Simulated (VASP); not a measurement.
# Bi in VASP: single point with HSE06

Aim: the single point of Bi with HSE06.

Program: VASP 6.6.1. These are calculated values, not measurements. Logs are shortened: lines on timing, memory, paths and dates and some standing lists are left out, and cuts for length are marked.

## 1. The cell of the first run

The cell holds a slab with vacuum, 2 atoms: a = 4.315 Å, b = 4.315 Å, c = 27.053 Å, α = 90.00°, β = 90.00°, γ = 120.00°.

## 2. Single point, HSE06

POSCAR

```
Bi
1.0
    4.3148968867      0.0000000000      0.0000000000
   -2.1574484433      3.7368103186      0.0000000000
    0.0000000000      0.0000000000     27.0530695984
Bi
2
Direct
    0.3333333333      0.6666666667      0.3127438498
    0.6666666667      0.3333333333      0.3757744986
```

INCAR.step1

```
PREC = Accurate
ENCUT = 520
EDIFF = 1E-5
ISMEAR = 0
SIGMA = 0.01
LREAL = False
LASPH = True
NELM = 80
ALGO = Normal
ISIF = 2
LWAVE = True
LCHARG = False
LDIPOL = True
IDIPOL = 3
DIPOL = 0.5 0.5 0.344
NBANDS = 22
GGA = PE
LUSENCCL = False
```

INCAR.step2

```
PREC = Accurate
ENCUT = 520
EDIFF = 1E-6
ISMEAR = 0
SIGMA = 0.01
LREAL = False
LASPH = True
NELM = 80
ALGO = Normal
ISIF = 2
LWAVE = False
LCHARG = False
LDIPOL = True
IDIPOL = 3
DIPOL = 0.5 0.5 0.344
GGA = PE
LHFCALC = True
HFSCREEN = 0.2079
PRECFOCK = Normal
NBANDS = 22
ISTART = 1
LUSENCCL = False
```

KPOINTS

```
regular mesh
0
Gamma
  6 6 1
```

Potentials or basis: VASP PAW PBE potentials, release 64 (Bi_d).

Launch:

```sh
> cat potpaw_PBE.64/Bi_d/POTCAR > POTCAR
> cp INCAR.step1 INCAR
> mpirun -np 1 vasp_std > vasp.out
> cp INCAR.step2 INCAR
> mpirun -np 1 vasp_std > vasp.out
```

OUTCAR:

```text
PREC = Accurate
   ENCUT = 520
   EDIFF = 1E-6
   ISMEAR = 0
   LREAL = False
   LASPH = True
   NELM = 80
   ISIF = 2
   GGA = PE
   LHFCALC = True
   HFSCREEN = 0.2079
   PRECFOCK = Normal
   ISTART = 1

 ion  position               nearest neighbor table
   1  0.333  0.667  0.313-   2 3.02   2 3.02   2 3.02
   2  0.667  0.333  0.376-   1 3.02   1 3.02   1 3.02

  LATTYP: Found a hexagonal cell.
 ALAT       =     4.3148968867
 C/A-ratio  =     6.2696908660

  Lattice vectors:

 A1 = (   4.3148968867,   0.0000000000,   0.0000000000)
 A2 = (  -2.1574484433,   3.7368103186,   0.0000000000)
 A3 = (   0.0000000000,   0.0000000000,  27.0530695984)

Analysis of symmetry for initial positions (statically):
=====================================================================
 Subroutine PRICEL returns:
 Original cell was already a primitive cell.

 Routine SETGRP: Setting up the symmetry group for a
 hexagonal supercell.

 Subroutine GETGRP returns: Found 12 space group operations
 (whereof  6 operations were pure point group operations)
 out of a pool of 24 trial point group operations.

The static configuration has the point symmetry C_3v.
 The point group associated with its full space group is D_3d.

Analysis of symmetry for dynamics (positions and initial velocities):
=====================================================================
 Subroutine PRICEL returns:
 Original cell was already a primitive cell.

 Routine SETGRP: Setting up the symmetry group for a
 hexagonal supercell.

 Subroutine GETGRP returns: Found 12 space group operations
 (whereof  6 operations were pure point group operations)
 out of a pool of 24 trial point group operations.

The dynamic configuration has the point symmetry C_3v.
 The point group associated with its full space group is D_3d.

 Subroutine INISYM returns: Found 12 space group operations
 (whereof  6 operations are pure point group operations),
 and found     1 'primitive' translations

----------------------------------------------------------------------------------------

                                     Primitive cell

  volume of cell :     436.2024

  direct lattice vectors                    reciprocal lattice vectors
     4.314896887  0.000000000  0.000000000     0.231755248  0.133803955 -0.000000000
    -2.157448443  3.736810319  0.000000000     0.000000000  0.267607910  0.000000000
     0.000000000  0.000000000 27.053069598     0.000000000 -0.000000000  0.036964382

  length of vectors
     4.314896887  4.314896887 27.053069598     0.267607910  0.267607910  0.036964382

  position of ions in fractional coordinates (direct lattice)
     0.333333333  0.666666667  0.312743850
     0.666666667  0.333333333  0.375774499

  ion indices of the primitive-cell ions
   primitive index   ion index
                 1           1
                 2           2

----------------------------------------------------------------------------------------

 KPOINTS: regular mesh

Automatic generation of k-mesh.
 Grid dimensions read from file:
 generate k-points for:    6    6    1

 Generating k-lattice:

  Cartesian coordinates                     Fractional coordinates (reciprocal lattice)
     0.038625875  0.022300659 -0.000000000     0.166666667 -0.000000000  0.000000000
     0.000000000  0.044601318  0.000000000     0.000000000  0.166666667  0.000000000
     0.000000000 -0.000000000  0.036964382     0.000000000  0.000000000  1.000000000

  Length of vectors
     0.044601318  0.044601318  0.036964382

  Shift w.r.t. Gamma in fractional coordinates (k-lattice)
     0.000000000  0.000000000  0.000000000

 Subroutine IBZKPT returns following result:
 ===========================================

 Found      7 irreducible k-points:

 Following reciprocal coordinates:
            Coordinates               Weight
  0.000000  0.000000  0.000000      1.000000
  0.166667  0.000000  0.000000      6.000000
  0.333333  0.000000  0.000000      6.000000
  0.500000  0.000000  0.000000      3.000000
  0.166667  0.166667  0.000000      6.000000
  0.333333  0.166667  0.000000     12.000000
  0.333333  0.333333  0.000000      2.000000
   k-points           NKPTS =      7   k-points in BZ     NKDIM =     36   number of bands    NBANDS=     22
   number of dos      NEDOS =    301   number of ions     NIONS =      2
   total plane-waves  NPLWV = 215040
   dimension x,y,z NGX =    32 NGY =   32 NGZ =  210
   dimension x,y,z NGXF=    64 NGYF=   64 NGZF=  420
   ions per type =               2
   NGX,Y,Z   is equivalent  to a cutoff of  12.33, 12.33, 12.90 a.u.
   NGXF,Y,Z  is equivalent  to a cutoff of  24.66, 24.66, 25.81 a.u.
 SYSTEM =  unknown system
   PREC   = accura    normal or accurate (medium, high low for compatibility)
   ISTART =      1    job   : 0-new  1-cont  2-samecut
   ICHARG =      0    charge: 1-file 2-atom 10-const
   ISPIN  =      1    spin polarized calculation?
   LNONCOLLINEAR =      F non collinear calculations
   LSORBIT =      F    spin-orbit coupling
   LASPH  =      T    aspherical Exc in radial PAW
   ENCUT  =  520.0 eV  38.22 Ry    6.18 a.u.   8.02  8.02 50.30*2*pi/ulx,y,z
   NELM   =     80;   NELMIN=  2; NELMDL=  0     # of ELM steps
   EDIFF  = 0.1E-05   stopping-criterion for ELM
   LREAL  =      F    real-space projection
   EDIFFG = 0.1E-04   stopping-criterion for IOM
   NSW    =      0    number of steps for IOM
   IBRION =     -1    ionic relax: 0-MD 1-quasi-New 2-CG
   NFREE  =      0    steps in history (QN), initial steepest desc. (CG)
   ISIF   =      2    stress and relaxation
   ISYM   =      3    0-nonsym 1-usesym 2-fastsym
   POTIM  = 0.5000    time-step for ionic-motion
   TEBEG  =    0.0;   TEEND  =   0.0 temperature during run
   PSTRESS=    0.0 pullay stress
   NELECT =      30.0000    total number of electrons
   NUPDOWN=      -1.0000    fix difference up-down
   EMIN   =  10.00;   EMAX   =-10.00  energy-range for DOS
   EFERMI =   0.00;   METHOD = LEGACY
   ISMEAR =     0;   SIGMA  =   0.01  broadening in eV -4-tet -1-fermi 0-gaus
   EFERMI_NEDOS =   21; number of points for ismear=-14 and -15
   IALGO  =     38    algorithm
   IMIX   =      1    mixing-type and parameters
     AMIX     =   0.40;   BMIX     =  1.00
     AMIX_MAG =   1.60;   BMIX_MAG =  1.00
  volume/ion in A,a.u.               =     218.10      1471.82
  Fermi-wavevector in a.u.,A,eV,Ry     =   0.670737  1.267510  6.121108  0.449889
  Thomas-Fermi vector in A             =   1.746346
   LORBIT       =      0    0 simple, 1 ext, 2 COOP (PROOUT), +10 PAW based schemes
   GGA     = PE    functional components
   LHFCALC =     T    Hartree Fock is set to
   PRECFOCK=normal    Normal, Fast or Accurate (Low or Medium for compatibility)
   ENCUT4O =  -1.0   cutoff for four orbital integrals eV
   NKREDX  =     1    reduce k-point grid by
   NKREDY  =     1    reduce k-point grid by
   NKREDZ  =     1    reduce k-point grid by
   AEXX    =    0.2500 exact exchange contribution
   HFSCREEN=    0.2079 screening length (either q_TF or 0.3 A-1)
   HFSCREENC=   0.2079 screening length for correlation (either q_TF or 0.3 A-1)
   ENCUTFOCK=  -1.0 apply spherical cutoff to Coloumb kernel
   IVDW    =     0    specifies the selected vdW correction
   LEPSILON=     F    determine dielectric tensor
   LRPA    =     F    only Hartree local field effects (RPA)
 non-spin polarized calculation
 Gauss-broadening in eV      SIGMA  =   0.01
  energy-cutoff  :      520.00
  volume of cell :      436.20
 maximum number of plane-waves:     11780
  NGX = 28; NGY = 28; NGZ =160

 number of electron      30.0000005 magnetization

 dipolmoment           0.000000      0.000000     -0.000017 electrons x Angstroem

 Free energy of the ion-electron system (eV)
  ---------------------------------------------------
  ext. energy  EPLUGINS =         0.00000000
  ---------------------------------------------------
  free energy    TOTEN  =        -8.95161938 eV

  energy without entropy =       -8.95161938  energy(sigma->0) =       -8.95161938

 E-fermi :  -2.7551     XC(G=0):  -1.8336

 val. band max:       -2.8058172249   @ k =   0.0000   0.0000   0.0000
 cond. band min:      -1.8005264749   @ k =   0.0000   0.0000   0.0000
 fundamental gap:      1.0052907499
 Fermi energy:        -2.7551248830

 k-point     1 :       0.0000    0.0000    0.0000
  band No.  band energies     occupation
      1     -27.3481      2.00000
      2     -27.3481      2.00000
      3     -27.2045      2.00000
      4     -27.2045      2.00000
      5     -27.1765      2.00000
      6     -27.0006      2.00000
[... 14 lines left out ...]
     21       1.7462      0.00000
     22       2.1100      0.00000

 k-point     2 :       0.1667    0.0000    0.0000
  band No.  band energies     occupation
      1     -27.3441      2.00000
      2     -27.3237      2.00000
      3     -27.2043      2.00000
      4     -27.1880      2.00000
      5     -27.1652      2.00000
      6     -27.0117      2.00000
[... 14 lines left out ...]
     21       2.0907      0.00000
     22       2.4152      0.00000

 k-point     3 :       0.3333    0.0000    0.0000
  band No.  band energies     occupation
      1     -27.3359      2.00000
      2     -27.2585      2.00000
      3     -27.2078      2.00000
      4     -27.1454      2.00000
      5     -27.1276      2.00000
      6     -27.0437      2.00000
[... 14 lines left out ...]
     21       2.8918      0.00000
     22       3.2053      0.00000

 k-point     4 :       0.5000    0.0000    0.0000
  band No.  band energies     occupation
      1     -27.3317      2.00000
      2     -27.2198      2.00000
      3     -27.1892      2.00000
      4     -27.0956      2.00000
      5     -27.0880      2.00000
      6     -27.0849      2.00000
[... 14 lines left out ...]
     21       3.7699      0.00000
     22       4.0073      0.00000

 k-point     5 :       0.1667    0.1667    0.0000
  band No.  band energies     occupation
      1     -27.3381      2.00000
      2     -27.2779      2.00000
      3     -27.1951      2.00000
      4     -27.1797      2.00000
      5     -27.1305      2.00000
      6     -27.0410      2.00000
[... 14 lines left out ...]
     21       2.6598      0.00000
     22       2.9700      0.00000

 k-point     6 :       0.3333    0.1667    0.0000
  band No.  band energies     occupation
      1     -27.3317      2.00000
      2     -27.2073      2.00000
      3     -27.1892      2.00000
      4     -27.1444      2.00000
      5     -27.0908      2.00000
      6     -27.0775      2.00000
[... 14 lines left out ...]
     21       3.6298      0.00000
     22       4.0136      0.00000

 k-point     7 :       0.3333    0.3333    0.0000
  band No.  band energies     occupation
      1     -27.3295      2.00000
      2     -27.1560      2.00000
      3     -27.1456      2.00000
      4     -27.1456      2.00000
      5     -27.1293      2.00000
      6     -27.1293      2.00000
[... 14 lines left out ...]
     21       4.3256      0.00000
     22       4.7646      0.00000

------------------------ aborting loop because EDIFF is reached ----------------------------------------

 vacuum level on the upper side and lower side of the slab       (xc-potential included)        -0.122        -0.122

  FORCE on cell =-STRESS in cart. coord.  units (eV):
  Direction    XX          YY          ZZ          XY          YZ          ZX
  --------------------------------------------------------------------------------------
  -------------------------------------------------------------------------------------
  Total       -0.2317251     -0.2317251     -0.1695102     -0.0000000      0.0000000     -0.0000000
  in kB       -0.8511296     -0.8511296     -0.6226132     -0.0000000      0.0000000     -0.0000000
  external PRESSURE =      -0.7749575 kB  Pullay stress =       0.0000000 kB

 VOLUME and BASIS-vectors are now :
 -----------------------------------------------------------------------------
  energy-cutoff  :      520.00
  volume of cell :      436.20
      direct lattice vectors                 reciprocal lattice vectors
     4.314896887  0.000000000  0.000000000     0.231755248  0.133803955 -0.000000000
    -2.157448443  3.736810319  0.000000000     0.000000000  0.267607910  0.000000000
     0.000000000  0.000000000 27.053069598     0.000000000 -0.000000000  0.036964382

 POSITION                                       TOTAL-FORCE (eV/Angst)
 -----------------------------------------------------------------------------------
     -0.00000      2.49121      8.46068        -0.000000     -0.000000      0.079452
      2.15745      1.24560     10.16585         0.000000      0.000000     -0.079452
 -----------------------------------------------------------------------------------
    total drift:                               -0.000000     -0.000002     -0.000228

  FREE ENERGIE OF THE ION-ELECTRON SYSTEM (eV)
  ---------------------------------------------------
  free  energy   TOTEN  =        -8.9516193841 eV

  energy  without entropy=       -8.9516193841  energy(sigma->0) =       -8.95161938

 vacuum level on the upper side and lower side of the slab         1.545         1.545
```

It took 9.8 min on 1 × NVIDIA H100 80GB with 1 thread of Intel Xeon Platinum 8481C at 2.70GHz (Sapphire Rapids), shared host; peak memory 1.4 GiB.

What came out:

```
Free energy            : -8.9516 eV
Largest force          : 0.079 eV/Å
Band gap on the k mesh : 1.01 eV, direct
```

Forces on the atoms (eV/Å):
```
Bi   0.000  0.000  0.079
Bi   0.000  0.000 -0.079
```

Caveat: the PAW data sets were made with another functional, which shifts forces and pressure a little; spin-orbit coupling is left out, which moves the levels of the heavy elements.
